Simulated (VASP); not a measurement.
# AlNi3 (Pm-3m) in VASP: notebook

AlNi3 is run at these levels: PBE; tasks: single point, relaxation of cell and atoms.

Everything below comes from runs of VASP 6.6.1. Logs are shortened: lines on timing, memory, paths and dates and some standing lists are left out, and cuts for length are marked.

## (1) The cell of the first run

The structure is cubic, space group Pm-3m (No. 221). Conventional cell: a = 3.566 Å, b = 3.566 Å, c = 3.566 Å, α = 90.00°, β = 90.00°, γ = 90.00°. Within 3.3 Å of Al (site symmetry m-3m) lie 12 Ni at 2.52 Å. Ni (site symmetry 4/mmm) has 4 Al at 2.52 Å and 8 Ni at 2.52 Å within 3.3 Å.

## (2) Single point, PBE, collinear spin, ferromagnetic start

INCAR reads:

```
SYSTEM = AlNi3
ALGO = Fast ; EDIFF = 1E-6
ENCUT = 520 ; GGA = PE
ISIF = 2 ; ISMEAR = 0
ISPIN = 2 ; LASPH = .True.
LCHARG = .False. ; LMAXMIX = 4
LORBIT = 11 ; LREAL = .False.
LWAVE = .False. ; MAGMOM = 0 0.3 0.3 0.3
NBANDS = 28 ; NELM = 150
PREC = Accurate ; SIGMA = 0.1
```

KPOINTS reads:

```
k-points
0
Gamma
  6 6 6
  0 0 0
```

POSCAR reads:

```
AlNi3
1.0
    3.5655873824      0.0000000000      0.0000000000
    0.0000000000      3.5655873824      0.0000000000
    0.0000000000      0.0000000000      3.5655873824
Al Ni
1 3
Direct
    0.0000000000      0.0000000000      0.0000000000
    0.0000000000      0.5000000000      0.5000000000
    0.5000000000      0.0000000000      0.5000000000
    0.5000000000      0.5000000000      0.0000000000
```

Potentials or basis: VASP PAW PBE potentials, release 64 (Al, Ni).

Run with:

```console
$ cat potpaw_PBE.64/Al/POTCAR potpaw_PBE.64/Ni/POTCAR > POTCAR
$ mpirun -np 1 vasp_std > vasp.out
```

OUTCAR:

```text
SYSTEM = AlNi3
   EDIFF = 1E-6
   ENCUT = 520
   GGA = PE
   ISIF = 2
   ISMEAR = 0
   ISPIN = 2
   LASPH = .True.
   LORBIT = 11
   LREAL = .False.
   NELM = 150
   PREC = Accurate

 ion  position               nearest neighbor table
   1  0.000  0.000  0.000-   2 2.52   3 2.52   4 2.52   2 2.52   3 2.52   2 2.52   4 2.52   2 2.52
                             3 2.52   4 2.52   3 2.52   4 2.52
   2  0.000  0.500  0.500-   1 2.52   3 2.52   4 2.52   1 2.52   4 2.52   1 2.52   3 2.52   1 2.52
                             3 2.52   4 2.52   4 2.52   3 2.52
   3  0.500  0.000  0.500-   1 2.52   2 2.52   4 2.52   1 2.52   4 2.52   2 2.52   4 2.52   4 2.52
                             1 2.52   2 2.52   1 2.52   2 2.52
   4  0.500  0.500  0.000-   1 2.52   2 2.52   3 2.52   2 2.52   3 2.52   1 2.52   3 2.52   3 2.52
                             1 2.52   2 2.52   2 2.52   1 2.52

  LATTYP: Found a simple cubic cell.
 ALAT       =     3.5655873824

  Lattice vectors:

 A1 = (   3.5655873824,   0.0000000000,   0.0000000000)
 A2 = (   0.0000000000,   3.5655873824,   0.0000000000)
 A3 = (   0.0000000000,   0.0000000000,   3.5655873824)

Analysis of symmetry for initial positions (statically):
=====================================================================
 Subroutine PRICEL returns:
 Original cell was already a primitive cell.

 Routine SETGRP: Setting up the symmetry group for a
 simple cubic supercell.

 Subroutine GETGRP returns: Found 48 space group operations
 (whereof 48 operations were pure point group operations)
 out of a pool of 48 trial point group operations.

The static configuration has the point symmetry O_h .

Analysis of symmetry for dynamics (positions and initial velocities):
=====================================================================
 Subroutine PRICEL returns:
 Original cell was already a primitive cell.

 Routine SETGRP: Setting up the symmetry group for a
 simple cubic supercell.

 Subroutine GETGRP returns: Found 48 space group operations
 (whereof 48 operations were pure point group operations)
 out of a pool of 48 trial point group operations.

The dynamic configuration has the point symmetry O_h .

Analysis of structural, dynamic, and magnetic symmetry:
=====================================================================
 Subroutine PRICEL returns:
 Original cell was already a primitive cell.

 Routine SETGRP: Setting up the symmetry group for a
 simple cubic supercell.

 Subroutine GETGRP returns: Found 48 space group operations
 (whereof 48 operations were pure point group operations)
 out of a pool of 48 trial point group operations.

The overall configuration has the point symmetry O_h .

 Subroutine INISYM returns: Found 48 space group operations
 (whereof 48 operations are pure point group operations),
 and found     1 'primitive' translations

----------------------------------------------------------------------------------------

                                     Primitive cell

  volume of cell :      45.3308

  direct lattice vectors                    reciprocal lattice vectors
     3.565587382  0.000000000  0.000000000     0.280458699  0.000000000  0.000000000
     0.000000000  3.565587382  0.000000000     0.000000000  0.280458699  0.000000000
     0.000000000  0.000000000  3.565587382     0.000000000  0.000000000  0.280458699

  length of vectors
     3.565587382  3.565587382  3.565587382     0.280458699  0.280458699  0.280458699

  position of ions in fractional coordinates (direct lattice)
     0.000000000  0.000000000  0.000000000
     0.000000000  0.500000000  0.500000000
     0.500000000  0.000000000  0.500000000
     0.500000000  0.500000000  0.000000000

  ion indices of the primitive-cell ions
   primitive index   ion index
                 1           1
                 2           2
                 3           3
                 4           4

----------------------------------------------------------------------------------------

 KPOINTS: k-points

Automatic generation of k-mesh.
 Grid dimensions read from file:
 generate k-points for:    6    6    6

 Generating k-lattice:

  Cartesian coordinates                     Fractional coordinates (reciprocal lattice)
     0.046743117  0.000000000  0.000000000     0.166666667  0.000000000  0.000000000
     0.000000000  0.046743117  0.000000000     0.000000000  0.166666667  0.000000000
     0.000000000  0.000000000  0.046743117     0.000000000  0.000000000  0.166666667

  Length of vectors
     0.046743117  0.046743117  0.046743117

  Shift w.r.t. Gamma in fractional coordinates (k-lattice)
     0.000000000  0.000000000  0.000000000

 Subroutine IBZKPT returns following result:
 ===========================================

 Found     20 irreducible k-points:

 Following reciprocal coordinates:
            Coordinates               Weight
  0.000000  0.000000  0.000000      1.000000
  0.166667  0.000000  0.000000      6.000000
  0.333333  0.000000  0.000000      6.000000
  0.500000  0.000000  0.000000      3.000000
  0.166667  0.166667  0.000000     12.000000
  0.333333  0.166667  0.000000     24.000000
[... 12 lines left out ...]
  0.500000  0.500000  0.333333      6.000000
  0.500000  0.500000  0.500000      1.000000
   k-points           NKPTS =     20   k-points in BZ     NKDIM =     20   number of bands    NBANDS=     28
   number of dos      NEDOS =    301   number of ions     NIONS =      4
   total plane-waves  NPLWV =  21952
   dimension x,y,z NGX =    28 NGY =   28 NGZ =   28
   dimension x,y,z NGXF=    56 NGYF=   56 NGZF=   56
   ions per type =               1   3
   NGX,Y,Z   is equivalent  to a cutoff of  13.06, 13.06, 13.06 a.u.
   NGXF,Y,Z  is equivalent  to a cutoff of  26.11, 26.11, 26.11 a.u.
 SYSTEM =  AlNi3
   PREC   = accura    normal or accurate (medium, high low for compatibility)
   ISTART =      0    job   : 0-new  1-cont  2-samecut
   ICHARG =      2    charge: 1-file 2-atom 10-const
   ISPIN  =      2    spin polarized calculation?
   LNONCOLLINEAR =      F non collinear calculations
   LSORBIT =      F    spin-orbit coupling
   LASPH  =      T    aspherical Exc in radial PAW
   ENCUT  =  520.0 eV  38.22 Ry    6.18 a.u.   6.63  6.63  6.63*2*pi/ulx,y,z
   NELM   =    150;   NELMIN=  2; NELMDL= -5     # of ELM steps
   EDIFF  = 0.1E-05   stopping-criterion for ELM
   LREAL  =      F    real-space projection
   EDIFFG = 0.1E-04   stopping-criterion for IOM
   NSW    =      0    number of steps for IOM
   IBRION =     -1    ionic relax: 0-MD 1-quasi-New 2-CG
   NFREE  =      0    steps in history (QN), initial steepest desc. (CG)
   ISIF   =      2    stress and relaxation
   ISYM   =      2    0-nonsym 1-usesym 2-fastsym
   POTIM  = 0.5000    time-step for ionic-motion
   TEBEG  =    0.0;   TEEND  =   0.0 temperature during run
   PSTRESS=    0.0 pullay stress
   NELECT =      33.0000    total number of electrons
   NUPDOWN=      -1.0000    fix difference up-down
   EMIN   =  10.00;   EMAX   =-10.00  energy-range for DOS
   EFERMI =   0.00;   METHOD = LEGACY
   ISMEAR =     0;   SIGMA  =   0.10  broadening in eV -4-tet -1-fermi 0-gaus
   EFERMI_NEDOS =   21; number of points for ismear=-14 and -15
   IALGO  =     68    algorithm
   IMIX   =      4    mixing-type and parameters
     AMIX     =   0.40;   BMIX     =  1.00
     AMIX_MAG =   1.60;   BMIX_MAG =  1.00
  volume/ion in A,a.u.               =      11.33        76.48
  Fermi-wavevector in a.u.,A,eV,Ry     =   1.472703  2.783004 29.509037  2.168853
  Thomas-Fermi vector in A             =   2.587685
   LORBIT       =     11    0 simple, 1 ext, 2 COOP (PROOUT), +10 PAW based schemes
   GGA     = PE    functional components
   LHFCALC =     F    Hartree Fock is set to
   AEXX    =    0.0000 exact exchange contribution
   IVDW    =     0    specifies the selected vdW correction
   LEPSILON=     F    determine dielectric tensor
   LRPA    =     F    only Hartree local field effects (RPA)
 spin polarized calculation
 RMM-DIIS sequential band-by-band and
 Gauss-broadening in eV      SIGMA  =   0.10
  energy-cutoff  :      520.00
  volume of cell :       45.33
 maximum number of plane-waves:      1233
 NGX is ok and might be reduce to    28
   NGX = 13   NGY = 13   NGZ = 13

 number of electron      33.0000018 magnetization       0.7312112

 Free energy of the ion-electron system (eV)
  ---------------------------------------------------
  ext. energy  EPLUGINS =         0.00000000
  ---------------------------------------------------
  free energy    TOTEN  =       -21.90757539 eV

  energy without entropy =      -21.89137118  energy(sigma->0) =      -21.89947329

 E-fermi :   9.4334     XC(G=0): -12.6605

 val. band max:        9.4280969067   @ k =   0.5000   0.5000   0.3333
 cond. band min:       9.4341876852   @ k =   0.3333   0.3333   0.1667
 fundamental gap:      0.0060907785
 Fermi energy:         9.4334345510

 spin component 1

 k-point     1 :       0.0000    0.0000    0.0000
  band No.  band energies     occupation
      1      -0.4779      1.00000
      2       5.1623      1.00000
      3       5.8278      1.00000
      4       5.8278      1.00000
      5       6.1627      1.00000
      6       6.1627      1.00000
[... 609 lines left out ...]
     27      29.2195      0.00000
     28      29.2198      0.00000
 Fermi energy:         9.4334345510

 spin component 2

 k-point     1 :       0.0000    0.0000    0.0000
  band No.  band energies     occupation
      1      -0.5092      1.00000
      2       5.2441      1.00000
      3       5.9807      1.00000
      4       5.9807      1.00000
      5       6.4600      1.00000
      6       6.4600      1.00000
[... 609 lines left out ...]
     27      29.1859      0.00000
     28      29.1861      0.00000

------------------------ aborting loop because EDIFF is reached ----------------------------------------

  FORCE on cell =-STRESS in cart. coord.  units (eV):
  Direction    XX          YY          ZZ          XY          YZ          ZX
  --------------------------------------------------------------------------------------
  -------------------------------------------------------------------------------------
  Total        0.0319361      0.0319361      0.0319361     -0.0000000     -0.0000000     -0.0000000
  in kB        1.1287524      1.1287524      1.1287524     -0.0000000     -0.0000000     -0.0000000
  external PRESSURE =       1.1287524 kB  Pullay stress =       0.0000000 kB

 VOLUME and BASIS-vectors are now :
 -----------------------------------------------------------------------------
  energy-cutoff  :      520.00
  volume of cell :       45.33
      direct lattice vectors                 reciprocal lattice vectors
     3.565587382  0.000000000  0.000000000     0.280458699  0.000000000  0.000000000
     0.000000000  3.565587382  0.000000000     0.000000000  0.280458699  0.000000000
     0.000000000  0.000000000  3.565587382     0.000000000  0.000000000  0.280458699

 POSITION                                       TOTAL-FORCE (eV/Angst)
 -----------------------------------------------------------------------------------
      0.00000      0.00000      0.00000         0.000000      0.000000      0.000000
      0.00000      1.78279      1.78279         0.000000      0.000000      0.000000
      1.78279      0.00000      1.78279         0.000000      0.000000      0.000000
      1.78279      1.78279      0.00000         0.000000      0.000000      0.000000
 -----------------------------------------------------------------------------------
    total drift:                                0.000000      0.000000      0.000000

  FREE ENERGIE OF THE ION-ELECTRON SYSTEM (eV)
  ---------------------------------------------------
  free  energy   TOTEN  =       -21.9075753872 eV

  energy  without entropy=      -21.8913711833  energy(sigma->0) =      -21.89947329

 total charge

# of ion       s       p       d       tot
------------------------------------------
    1        0.409   0.390   0.000   0.799
    2        0.491   0.513   8.376   9.381
    3        0.491   0.513   8.376   9.381
    4        0.491   0.513   8.376   9.381
--------------------------------------------------
tot          1.883   1.930  25.129  28.942

 magnetization (x)

# of ion       s       p       d       tot
------------------------------------------
    1       -0.000  -0.009   0.000  -0.010
    2       -0.003  -0.010   0.275   0.262
    3       -0.003  -0.010   0.275   0.262
    4       -0.003  -0.010   0.275   0.262
--------------------------------------------------
tot         -0.009  -0.039   0.824   0.776
```

It took 91 s on 1 thread of Intel Xeon 8259CL, shared host; peak memory 0.19 GiB.

Results:

```yaml
Free_energy: -21.9076 eV
Pressure: 0.1 GPa
Net_moment: 0.73 μB per cell
Site_moments: Al -0.01; Ni +0.26 μB
Valence_electrons_inside_the_program's_atomic_spheres: Al 0.80; Ni 9.38
```

Levels at points of the mesh, in eV from the Fermi level:
Spin up:
| k point | band 13 | band 14 | band 15 | band 16 | band 17 | band 18 | band 19 | band 20 | band 21 | band 22 |
| --- | --- | --- | --- | --- | --- | --- | --- | --- | --- | --- |
| (0.00, 0.00, 0.00) | -0.26 | -0.10 | -0.10 | -0.10 | 0.88 | 0.88 | 0.88 | 6.53 | 6.53 | 7.23 |
| (0.50, 0.00, 0.00) | -1.22 | -1.16 | -1.03 | -0.51 | -0.10 | 5.47 | 5.47 | 5.57 | 5.57 | 6.43 |
| (0.50, 0.50, 0.00) | -1.29 | -1.18 | -0.99 | -0.96 | -0.57 | 0.82 | 0.82 | 8.10 | 8.15 | 8.15 |
| (0.50, 0.50, 0.50) | -1.28 | -1.06 | -1.06 | -0.27 | -0.27 | -0.27 | -0.15 | 3.34 | 3.99 | 3.99 |
Spin down:
```tsv
k point	band 14	band 15	band 16	band 17	band 18	band 19
(0.00, 0.00, 0.00)	0.35	0.35	0.35	0.84	0.84	0.84
(0.50, 0.00, 0.00)	-0.90	-0.80	-0.32	0.35	5.53	5.53
(0.50, 0.50, 0.00)	-1.07	-0.76	-0.57	-0.43	1.11	1.11
(0.50, 0.50, 0.50)	-0.87	-0.87	-0.17	0.12	0.12	0.12
```

(Continued in part 2 of 2.)
